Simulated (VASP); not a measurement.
# Na4RuO (F-43m) in VASP: single point with PBE

Aim: the single point of Na4RuO with PBE.

All numbers are computed with VASP 6.6.1; they aren't measurements. Logs are shortened: lines on timing, memory, paths and dates and some standing lists are left out, and cuts for length are marked.

## 1. The cell of the first run

The structure is cubic, space group F-43m (No. 216). Conventional cell: a = 7.236 Å, b = 7.236 Å, c = 7.236 Å, α = 90.00°, β = 90.00°, γ = 90.00°. Within 3.4 Å of Na (site symmetry 3m) lie 6 Na at 2.56 Å and 3 Ru at 3.00 Å and 3 O at 3.00 Å. Within 3.9 Å of Ru (site symmetry -43m) lie 12 Na at 3.00 Å and 4 O at 3.13 Å. O (site symmetry -43m) has 12 Na at 3.00 Å and 4 Ru at 3.13 Å within 3.9 Å.

The cell was generated, and may not be a known phase.

## 2. Single point, PBE, collinear spin, ferromagnetic start

File INCAR:

```
PREC = Accurate ; ENCUT = 520
EDIFF = 1E-7 ; ISMEAR = 0
SIGMA = 0.1 ; LREAL = F
LASPH = T ; NELM = 150
ALGO = Normal ; ISIF = 2
LWAVE = F ; LCHARG = F
ISPIN = 2 ; MAGMOM = 0 0 0 0 1 0
LORBIT = 11 ; LMAXMIX = 4
GGA = PE ; NBANDS = 37
```

File KPOINTS:

```
Automatic mesh
0
Gamma
  4 4 4
```

File POSCAR:

```
Na4RuO
1.0
    0.0000000000      3.6178632600      3.6178632600
    3.6178632600      0.0000000000      3.6178632600
    3.6178632600      3.6178632600      0.0000000000
Na Ru O
4 1 1
Direct
    0.1250000000      0.6250000000      0.6250000000
    0.6250000000      0.6250000000      0.6250000000
    0.6250000000      0.1250000000      0.6250000000
    0.6250000000      0.6250000000      0.1250000000
    0.0000000000      0.0000000000      0.0000000000
    0.2500000000      0.2500000000      0.2500000000
```

Potentials or basis: VASP PAW PBE potentials, release 64 (Na_pv, Ru_pv, O).

Launch:

```bash
$ cat potpaw_PBE.64/Na_pv/POTCAR potpaw_PBE.64/Ru_pv/POTCAR potpaw_PBE.64/O/POTCAR > POTCAR
$ mpirun -np 1 vasp_std > vasp.out
```

OUTCAR:

```text
PREC = Accurate
   ENCUT = 520
   EDIFF = 1E-7
   ISMEAR = 0
   LREAL = F
   LASPH = T
   NELM = 150
   ISIF = 2
   ISPIN = 2
   LORBIT = 11
   GGA = PE

 ion  position               nearest neighbor table
   1  0.125  0.625  0.625-   2 2.56   4 2.56   3 2.56   2 2.56   3 2.56   4 2.56   5 3.00   5 3.00
                             5 3.00
   2  0.625  0.625  0.625-   1 2.56   3 2.56   4 2.56   4 2.56   3 2.56   1 2.56   5 3.00   5 3.00
                             5 3.00
   3  0.625  0.125  0.625-   2 2.56   4 2.56   1 2.56   2 2.56   4 2.56   1 2.56   5 3.00   5 3.00
                             5 3.00
   4  0.625  0.625  0.125-   2 2.56   1 2.56   2 2.56   3 2.56   3 2.56   1 2.56   5 3.00   5 3.00
                             5 3.00
   5  0.000  0.000  0.000-   2 3.00   3 3.00   4 3.00   1 3.00   2 3.00   4 3.00   1 3.00   2 3.00
                             3 3.00   1 3.00   3 3.00   4 3.00
   6  0.250  0.250  0.250-

  LATTYP: Found a face centered cubic cell.
 ALAT       =     7.2357265200

  Lattice vectors:

 A1 = (   0.0000000000,   3.6178632600,   3.6178632600)
 A2 = (   3.6178632600,   0.0000000000,   3.6178632600)
 A3 = (   3.6178632600,   3.6178632600,   0.0000000000)

Analysis of symmetry for initial positions (statically):
=====================================================================
 Subroutine PRICEL returns:
 Original cell was already a primitive cell.

 Routine SETGRP: Setting up the symmetry group for a
 face centered cubic supercell.

 Subroutine GETGRP returns: Found 24 space group operations
 (whereof 24 operations were pure point group operations)
 out of a pool of 48 trial point group operations.

The static configuration has the point symmetry T_d .

Analysis of symmetry for dynamics (positions and initial velocities):
=====================================================================
 Subroutine PRICEL returns:
 Original cell was already a primitive cell.

 Routine SETGRP: Setting up the symmetry group for a
 face centered cubic supercell.

 Subroutine GETGRP returns: Found 24 space group operations
 (whereof 24 operations were pure point group operations)
 out of a pool of 48 trial point group operations.

The dynamic configuration has the point symmetry T_d .

Analysis of structural, dynamic, and magnetic symmetry:
=====================================================================
 Subroutine PRICEL returns:
 Original cell was already a primitive cell.

 Routine SETGRP: Setting up the symmetry group for a
 face centered cubic supercell.

 Subroutine GETGRP returns: Found 24 space group operations
 (whereof 24 operations were pure point group operations)
 out of a pool of 48 trial point group operations.

The overall configuration has the point symmetry T_d .

 Subroutine INISYM returns: Found 24 space group operations
 (whereof 24 operations are pure point group operations),
 and found     1 'primitive' translations

----------------------------------------------------------------------------------------

                                     Primitive cell

  volume of cell :      94.7080

  direct lattice vectors                    reciprocal lattice vectors
     0.000000000  3.617863260  3.617863260    -0.138203123  0.138203123  0.138203123
     3.617863260  0.000000000  3.617863260     0.138203123 -0.138203123  0.138203123
     3.617863260  3.617863260  0.000000000     0.138203123  0.138203123 -0.138203123

  length of vectors
     5.116431289  5.116431289  5.116431289     0.239374830  0.239374830  0.239374830

  position of ions in fractional coordinates (direct lattice)
     0.125000000  0.625000000  0.625000000
     0.625000000  0.625000000  0.625000000
     0.625000000  0.125000000  0.625000000
     0.625000000  0.625000000  0.125000000
     0.000000000  0.000000000  0.000000000
     0.250000000  0.250000000  0.250000000

  ion indices of the primitive-cell ions
   primitive index   ion index
                 1           1
                 2           2
                 3           3
                 4           4
                 5           5
                 6           6

[... 34 lines left out ...]
  0.500000  0.500000  0.000000      3.000000
 -0.250000  0.500000  0.250000      6.000000
   k-points           NKPTS =      8   k-points in BZ     NKDIM =      8   number of bands    NBANDS=     37
   number of dos      NEDOS =    301   number of ions     NIONS =      6
   total plane-waves  NPLWV =  64000
   dimension x,y,z NGX =    40 NGY =   40 NGZ =   40
   dimension x,y,z NGXF=    80 NGYF=   80 NGZF=   80
   ions per type =               4   1   1
   NGX,Y,Z   is equivalent  to a cutoff of  13.00, 13.00, 13.00 a.u.
   NGXF,Y,Z  is equivalent  to a cutoff of  25.99, 25.99, 25.99 a.u.
 SYSTEM =  unknown system
   PREC   = accura    normal or accurate (medium, high low for compatibility)
   ISTART =      0    job   : 0-new  1-cont  2-samecut
   ICHARG =      2    charge: 1-file 2-atom 10-const
   ISPIN  =      2    spin polarized calculation?
   LNONCOLLINEAR =      F non collinear calculations
   LSORBIT =      F    spin-orbit coupling
   LASPH  =      T    aspherical Exc in radial PAW
   ENCUT  =  520.0 eV  38.22 Ry    6.18 a.u.   9.51  9.51  9.51*2*pi/ulx,y,z
   NELM   =    150;   NELMIN=  2; NELMDL= -5     # of ELM steps
   EDIFF  = 0.1E-06   stopping-criterion for ELM
   LREAL  =      F    real-space projection
   EDIFFG = 0.1E-05   stopping-criterion for IOM
   NSW    =      0    number of steps for IOM
   IBRION =     -1    ionic relax: 0-MD 1-quasi-New 2-CG
   NFREE  =      0    steps in history (QN), initial steepest desc. (CG)
   ISIF   =      2    stress and relaxation
   ISYM   =      2    0-nonsym 1-usesym 2-fastsym
   POTIM  = 0.5000    time-step for ionic-motion
   TEBEG  =    0.0;   TEEND  =   0.0 temperature during run
   PSTRESS=    0.0 pullay stress
   NELECT =      48.0000    total number of electrons
   NUPDOWN=      -1.0000    fix difference up-down
   EMIN   =  10.00;   EMAX   =-10.00  energy-range for DOS
   EFERMI =   0.00;   METHOD = LEGACY
   ISMEAR =     0;   SIGMA  =   0.10  broadening in eV -4-tet -1-fermi 0-gaus
   EFERMI_NEDOS =   21; number of points for ismear=-14 and -15
   IALGO  =     38    algorithm
   IMIX   =      4    mixing-type and parameters
     AMIX     =   0.40;   BMIX     =  1.00
     AMIX_MAG =   1.60;   BMIX_MAG =  1.00
  volume/ion in A,a.u.               =      15.78       106.52
  Fermi-wavevector in a.u.,A,eV,Ry     =   1.305248  2.466561 23.179876  1.703673
  Thomas-Fermi vector in A             =   2.436130
   LORBIT       =     11    0 simple, 1 ext, 2 COOP (PROOUT), +10 PAW based schemes
   GGA     = PE    functional components
   LHFCALC =     F    Hartree Fock is set to
   AEXX    =    0.0000 exact exchange contribution
   IVDW    =     0    specifies the selected vdW correction
   LEPSILON=     F    determine dielectric tensor
   LRPA    =     F    only Hartree local field effects (RPA)
 spin polarized calculation
 Gauss-broadening in eV      SIGMA  =   0.10
  energy-cutoff  :      520.00
  volume of cell :       94.71
 maximum number of plane-waves:      2637
 NGX is ok and might be reduce to    40
   NGX = 19   NGY = 19   NGZ = 19

 number of electron      47.9999968 magnetization       1.7539803

 Free energy of the ion-electron system (eV)
  ---------------------------------------------------
  ext. energy  EPLUGINS =         0.00000000
  ---------------------------------------------------
  free energy    TOTEN  =       -13.66613626 eV

  energy without entropy =      -13.64132719  energy(sigma->0) =      -13.65373172

 E-fermi :   4.0037     XC(G=0):  -9.7321

 val. band max:        3.9167531155   @ k =   0.2500   0.0000   0.0000
 cond. band min:       4.0145597252   @ k =   0.5000   0.5000   0.0000
 fundamental gap:      0.0978066097
 Fermi energy:         4.0037333858

 spin component 1

 k-point     1 :       0.0000    0.0000    0.0000
  band No.  band energies     occupation
      1     -37.9793      1.00000
      2     -37.9793      1.00000
      3     -37.9793      1.00000
      4     -22.1161      1.00000
      5     -21.5609      1.00000
      6     -21.5609      1.00000
[... 301 lines left out ...]
     35      14.1799      0.00000
     36      14.3791      0.00000
 Fermi energy:         4.0037333858

 spin component 2

 k-point     1 :       0.0000    0.0000    0.0000
  band No.  band energies     occupation
      1     -36.8671      1.00000
      2     -36.8671      1.00000
      3     -36.8670      1.00000
      4     -22.1425      1.00000
      5     -21.5739      1.00000
      6     -21.5739      1.00000
[... 301 lines left out ...]
     35      14.2013      0.00000
     36      14.5132      0.00000
 [bands above 36 left out]

------------------------ aborting loop because EDIFF is reached ----------------------------------------

  FORCE on cell =-STRESS in cart. coord.  units (eV):
  Direction    XX          YY          ZZ          XY          YZ          ZX
  --------------------------------------------------------------------------------------
  -------------------------------------------------------------------------------------
  Total        5.4983936      5.4983936      5.4983936      0.0000000     -0.0000000      0.0000000
  in kB       93.0164941     93.0164941     93.0164941      0.0000000     -0.0000000      0.0000000
  external PRESSURE =      93.0164941 kB  Pullay stress =       0.0000000 kB

 VOLUME and BASIS-vectors are now :
 -----------------------------------------------------------------------------
  energy-cutoff  :      520.00
  volume of cell :       94.71
      direct lattice vectors                 reciprocal lattice vectors
     0.000000000  3.617863260  3.617863260    -0.138203123  0.138203123  0.138203123
     3.617863260  0.000000000  3.617863260     0.138203123 -0.138203123  0.138203123
     3.617863260  3.617863260  0.000000000     0.138203123  0.138203123 -0.138203123

 POSITION                                       TOTAL-FORCE (eV/Angst)
 -----------------------------------------------------------------------------------
      4.52233      2.71340      2.71340        -0.173822      0.173822      0.173822
      4.52233      4.52233      4.52233        -0.173822     -0.173822     -0.173822
      2.71340      4.52233      2.71340         0.173822     -0.173822      0.173822
      2.71340      2.71340      4.52233         0.173822      0.173822     -0.173822
      0.00000      0.00000      0.00000        -0.000000     -0.000000     -0.000000
      1.80893      1.80893      1.80893        -0.000000     -0.000000     -0.000000
 -----------------------------------------------------------------------------------
    total drift:                               -0.000001     -0.000001     -0.000001

  FREE ENERGIE OF THE ION-ELECTRON SYSTEM (eV)
  ---------------------------------------------------
  free  energy   TOTEN  =       -13.6661362572 eV

  energy  without entropy=      -13.6413271870  energy(sigma->0) =      -13.65373172

 total charge

# of ion       s       p       d       tot
------------------------------------------
    1        0.157   6.005   0.000   6.162
    2        0.157   6.005   0.000   6.162
    3        0.157   6.005   0.000   6.162
    4        0.157   6.005   0.000   6.162
    5        0.296   6.026   6.177  12.499
    6        1.601   3.137   0.000   4.739
--------------------------------------------------
tot          2.525  33.182   6.177  41.884

 magnetization (x)

# of ion       s       p       d       tot
------------------------------------------
    1       -0.014  -0.002   0.000  -0.015
    2       -0.014  -0.002   0.000  -0.015
    3       -0.014  -0.002   0.000  -0.015
    4       -0.014  -0.002   0.000  -0.015
    5        0.028   0.009   1.496   1.533
    6        0.001   0.125   0.000   0.125
--------------------------------------------------
tot         -0.027   0.128   1.496   1.597
```

Run time: 2.7 min. Hardware: 1 thread of AMD EPYC 7R43 (Zen 3), shared host; peak memory 0.27 GiB.

Results:

| Item | Value |
| --- | --- |
| Free energy | -13.6661 eV |
| Pressure | 9.3 GPa |
| Net moment | 1.75 μB per cell |
| Site moments | Na -0.01; Ru +1.53; O +0.12 μB |
| Valence electrons inside the program's atomic spheres | Na 6.16; Ru 12.50; O 4.74 |

Caveat: the k points lie up to 0.38 Å⁻¹ apart.
